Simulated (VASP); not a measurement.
## MgCd2Se3: single point with PBE

Crystal: MgCd2Se3.

```
Mg Cd Se
1.0
     4.33835    0.00000    0.00000
    -2.16918    3.75712    0.00000
     0.00000    0.00000   10.59602
Mg Cd Se
1 2 3
Direct
  0.00000 0.00000 0.33101
  0.33333 0.66667 0.00448
  0.66667 0.33333 0.66394
  0.66667 0.33333 0.91662
  0.00000 0.00000 0.57620
  0.33333 0.66667 0.25776
```

```
Program             : VASP 6.6.1
Task                : single point
Functional          : PBE
Potentials or basis : VASP PAW PBE potentials, release 64 (Mg, Cd, Se)
Cutoff              : 520 eV
k mesh              : 6 × 6 × 2
Occupations         : gaussian, width 0.1 eV
Spin                : no spin polarisation
```

```yaml
Pressure: 0.2 GPa
Largest_force: 0.034 eV/Å
Band_gap_on_the_k_mesh: 0.96 eV
```

Forces in eV/Å, atoms in the order of the input:
```
Mg   0.000  0.000  0.005
Cd   0.000  0.000  0.002
Cd   0.000  0.000  0.000
Se   0.000  0.000 -0.001
Se   0.000  0.000 -0.034
Se   0.000  0.000  0.027
```

Levels at points of the mesh, in eV from the valence-band top:
```tsv
k point	band 19	band 20	band 21	band 22	band 23	band 24	band 25	band 26
(0.00, 0.00, 0.00)	-0.39	-0.12	0.00	0.00	0.96	2.56	3.15	6.08
(0.50, 0.00, 0.00)	-1.49	-1.33	-1.04	-0.84	3.14	3.43	3.60	4.19
(0.00, 0.00, 0.50)	-0.32	-0.32	-0.06	-0.06	1.98	2.23	3.07	5.69
(0.50, 0.00, 0.50)	-1.53	-1.33	-0.70	-0.66	2.65	3.62	3.78	4.44
```

Wall time 42 s on 1 thread of AMD EPYC 9R45 96-Core Processor (Zen 5) (shared host), peak memory 0.27 GiB.
